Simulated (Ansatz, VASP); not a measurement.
C in VASP and in Ansatz

Contents of INCAR:

```
ALGO     = Normal         # electronic algorithm
EDIFF    = 1E-7           # SCF threshold, eV
ENCUT    = 520            # plane-wave cutoff, eV
GGA      = PE             # functional
ISIF     = 2              # what is computed and relaxed
ISMEAR   = 0              # smearing method
LASPH    = True           # aspherical terms in the spheres
LCHARG   = False          # write CHGCAR
LREAL    = False          # projectors in reciprocal space
LWAVE    = False          # write WAVECAR
NBANDS   = 36             # bands
NELM     = 80             # most SCF steps
PREC     = Accurate       # precision mode
SIGMA    = 0.05           # smearing width, eV
```

The input KPOINTS:

```
k-points
0
Gamma
  10 10 2
```

Contents of POSCAR:

```
C
1.0
    1.7834000000     -1.7834000000      0.0000000000
    1.7834000000      0.0000000000     -1.7834000000
    7.1336000000      7.1336000000      7.1336000000
C
12
Direct
    0.6666666667      0.6666666667      0.4166666667
    0.0000000000      0.0000000000      0.2500000000
    0.3333333333      0.3333333333      0.5833333333
    0.6666666667      0.6666666667      0.9166666667
    1.0000000000      1.0000000000      0.7500000000
    0.3333333333      0.3333333333      0.0833333333
    0.6666666667      0.6666666667      0.5416666667
    1.0000000000      1.0000000000      0.3750000000
    0.3333333333      0.3333333333      0.7083333333
    0.6666666667      0.6666666667      0.0416666667
    0.0000000000      0.0000000000      0.8750000000
    0.3333333333      0.3333333333      0.2083333333
```

Input for Ansatz:

```yaml
crystal:
  lattice:
    - [1.7834, -1.7834, 0.0]
    - [1.7834, 0.0, -1.7834]
    - [7.1336, 7.1336, 7.1336]
  atoms:
    - { symbol: C, position: [0.6666666667, 0.6666666667, 0.4166666667] }
    - { symbol: C, position: [0.0, 0.0, 0.25] }
    - { symbol: C, position: [0.3333333333, 0.3333333333, 0.5833333333] }
    - { symbol: C, position: [0.6666666667, 0.6666666667, 0.9166666667] }
    - { symbol: C, position: [1.0, 1.0, 0.75] }
    - { symbol: C, position: [0.3333333333, 0.3333333333, 0.0833333333] }
    - { symbol: C, position: [0.6666666667, 0.6666666667, 0.5416666667] }
    - { symbol: C, position: [1.0, 1.0, 0.375] }
    - { symbol: C, position: [0.3333333333, 0.3333333333, 0.7083333333] }
    - { symbol: C, position: [0.6666666667, 0.6666666667, 0.0416666667] }
    - { symbol: C, position: [0.0, 0.0, 0.875] }
    - { symbol: C, position: [0.3333333333, 0.3333333333, 0.2083333333] }
basis:
  ecutwfc: 420
kpoints:
  mp_grid: { grid: [10, 10, 2] }
hamiltonian:
  xc: pbe
scf:
  occupations: { method: gaussian, width: 0.05 }
output:
  forces: true
  stress: true
  eigenvalues: true
  write_density: true
  write_potential: true
  elf: true
  volumetric_format: npy
```

Alike in both runs: task single point; functional PBE; k mesh 10 × 10 × 2; occupations gaussian, width 0.05 eV; no spin polarisation.

|  | VASP | Ansatz |
| --- | --- | --- |
| version | VASP 6.6.1 | Ansatz 0.2.0 |
| potentials or method | VASP PAW PBE potentials, release 64 (C), cutoff 520 eV | scalar-relativistic, plane waves, PAW |
| valence electrons in the cell | 48 | 48 |

|  | VASP | Ansatz | Ansatz less VASP |
| --- | --- | --- | --- |
| gap on the k mesh at the Fermi level (eV) | 4.17 | 4.18 | +0.008 |
| least direct gap on the mesh (eV) | 5.59 | 5.59 | +0.004 |
| pressure (GPa) | 2.4 | 1.7 | -0.69 |

With one functional, cell and mesh, what is left measures potentials, basis and numerics.
